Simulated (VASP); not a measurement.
Wanted: the native input for a VASP 6.6.1 run.

- Task: single point
- Functional: PBE
- Potentials or basis: VASP PAW PBE potentials, release 64 (B, Sb, Ga_d)
- Cutoff: 520 eV
- k mesh: 6 × 6 × 4
- Occupations: fermi-dirac, width 0.02 eV
- Spin: no spin polarisation
- Dipole correction: no
- Further INCAR settings: ALGO = Normal; EDIFF = 1e-06; NBANDS = 21

The structure of GaBSb2 lies in POSCAR:

```
GaBSb2
1.0
    3.9942036122      0.0000000000      0.0000000000
    0.0000000000      3.9942036122      0.0000000000
    0.0000000000      0.0000000000      5.8003750337
B Sb Ga
1 2 1
Direct
    0.0000000000      0.0000000000      0.0000000000
    0.0000000000      0.5000000000      0.2172915758
    0.5000000000      0.0000000000      0.7827084242
    0.5000000000      0.5000000000      0.5000000000
```

The input as run:

INCAR

```
SYSTEM = GaBSb2
PREC = Accurate
ENCUT = 520
EDIFF = 1E-6
ISMEAR = -1
SIGMA = 0.02
LREAL = .FALSE.
LASPH = .TRUE.
NELM = 80
ALGO = Normal
ISIF = 2
LWAVE = .FALSE.
LCHARG = .FALSE.
GGA = PE
NBANDS = 21
```

KPOINTS

```
Automatic mesh
0
G
  6 6 4
  0 0 0
```

Potentials or basis: VASP PAW PBE potentials, release 64 (B, Sb, Ga_d).

Launch:

```console
$ cat potpaw_PBE.64/B/POTCAR potpaw_PBE.64/Sb/POTCAR potpaw_PBE.64/Ga_d/POTCAR > POTCAR
$ mpirun -np 1 vasp_std > vasp.out
```

It gave:

| Item | Value |
| --- | --- |
| Pressure | 1.8 GPa |
| Largest force | 0.213 eV/Å |
| Band gap on the k mesh | zero (bands 13 and 14 overlap by 0.18 eV) |

Caveat: semilocal functionals underestimate gaps, so a narrow gap can read as zero; spin-orbit coupling is left out, which moves the levels of the heavy elements.

Run time: 72 s on 1 thread of Intel Xeon 8259CL, with other jobs on the host, peak memory 0.23 GiB.
